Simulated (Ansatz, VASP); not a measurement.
## LiNbO3 in VASP and in Ansatz

```
Li Nb O
1.0
     2.55060    1.47259    4.52183
    -2.55060    1.47259    4.52183
     0.00000   -2.94518    4.52183
Li Nb O
2 2 6
Direct
  0.25000 0.25000 0.25000
  0.75000 0.75000 0.75000
  0.00000 0.00000 0.00000
  0.50000 0.50000 0.50000
  0.13034 0.36966 0.75000
  0.75000 0.13034 0.36966
  0.36966 0.75000 0.13034
  0.86966 0.63034 0.25000
  0.25000 0.86966 0.63034
  0.63034 0.25000 0.86966
```

Alike in both runs: task single point; functional PBE; k mesh 6 × 6 × 6; occupations gaussian, width 0.05 eV; no spin polarisation.

|  | VASP | Ansatz |
| --- | --- | --- |
| version | VASP 6.6.1 | Ansatz 0.2.0 |
| potentials or method | VASP PAW PBE potentials, release 64 (Li_sv, Nb_sv, O), cutoff 520 eV | scalar-relativistic, plane waves, PAW |
| valence electrons in the cell | 68 | 68 |

|  | VASP | Ansatz | Ansatz less VASP |
| --- | --- | --- | --- |
| gap on the k mesh at the Fermi level (eV) | 2.70 | 2.72 | +0.021 |
| least direct gap on the mesh (eV) | 2.82 | 2.83 | +0.012 |
| rms of the force components (eV/Å) | 0.225 | 0.238 | +0.0134 |

Atom by atom the forces differ by 0.013 eV/Å (rms over components).

Noted on VASP's run: the cutoff is short for stress, so the pressure is rough.
